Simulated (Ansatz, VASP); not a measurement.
**SrAl3 in VASP and in Ansatz**

```
Sr Al
1.0
     4.47370    0.00000    0.00000
     0.00000    4.47370    0.00000
     0.00000    0.00000    4.47370
Sr Al
1 3
Direct
  0.00000 0.00000 0.00000
  0.00000 0.50000 0.50000
  0.50000 0.50000 0.00000
  0.50000 0.00000 0.50000
```

Alike in both runs: task single point; functional PBE; k mesh 8 × 8 × 8; occupations gaussian, width 0.05 eV; no spin polarisation.

|  | VASP | Ansatz |
| --- | --- | --- |
| version | VASP 6.6.1 | Ansatz 0.2.0 |
| potentials or method | VASP PAW PBE potentials, release 64 (Sr_sv, Al), cutoff 520 eV | scalar-relativistic, plane waves, PAW |
| valence electrons in the cell | 19 | 19 |

|  | VASP | Ansatz | Ansatz less VASP |
| --- | --- | --- | --- |
| gap on the k mesh at the Fermi level (eV) | none | none | - |
| pressure (GPa) | 0.0 | 0.0 | -0.05 |

A gap of «none» marks a metal or a gap that the smearing closes.
